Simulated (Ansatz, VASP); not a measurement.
**One calculation of BAs, two programs**

```
CELL_PARAMETERS angstrom
0.00000 2.36594 2.36594
2.36594 0.00000 2.36594
2.36594 2.36594 0.00000
ATOMIC_POSITIONS crystal
B 0.00000 0.00000 0.00000
As 0.25000 0.25000 0.25000
```

Alike in both runs: task single point; functional LDA; k mesh 15 × 15 × 15; occupations fermi-dirac, width 0.05 eV; no spin polarisation.

|  | VASP | Ansatz |
| --- | --- | --- |
| version | VASP 6.6.1 | Ansatz 0.2.0 |
| potentials or method | VASP PAW LDA potentials, release 64 (B, As), cutoff 520 eV | all-electron LAPW, scalar-relativistic |

|  | VASP | Ansatz | Ansatz less VASP |
| --- | --- | --- | --- |
| pressure (GPa) | 1.0 | 0.0 | -0.96 |

LDA's correlation is that of Perdew and Zunger in VASP and of Perdew and Wang (1992) in Ansatz. Ansatz ran all-electron here, and VASP with PAW potentials.
